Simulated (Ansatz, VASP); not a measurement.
**Two plane-wave programs on Ru**

```
Ru
1.0
     1.36037   -2.35623    0.00000
     1.36037    2.35623    0.00000
     0.00000    0.00000    4.29606
Ru
2
Cartesian
  1.3604 -0.7854 1.0740
  1.3604 0.7854 3.2220
```

Alike in both runs: task single point; functional PBE; k mesh 14 × 14 × 8; occupations fermi-dirac, width 0.08 eV; no spin polarisation.

```csv
,VASP,Ansatz
version,VASP 6.6.1,Ansatz 0.2.0
potentials or method,"VASP PAW PBE potentials, release 64 (Ru_pv)","PAW with Ansatz's default frozen-core files, scalar-relativistic"
plane-wave cutoff (eV),520,420
valence electrons in the cell,28,32
```

|  | VASP | Ansatz | Ansatz less VASP |
| --- | --- | --- | --- |
| pressure (GPa) | 0.0 | 0.1 | +0.10 |
| traceless stress, the component that is largest in VASP (GPa) | -0.35 | -0.36 | -0.014 |

VASP's potentials hold 28 valence electrons a cell and Ansatz's 32, so a difference there can come from the potentials and not from the codes.
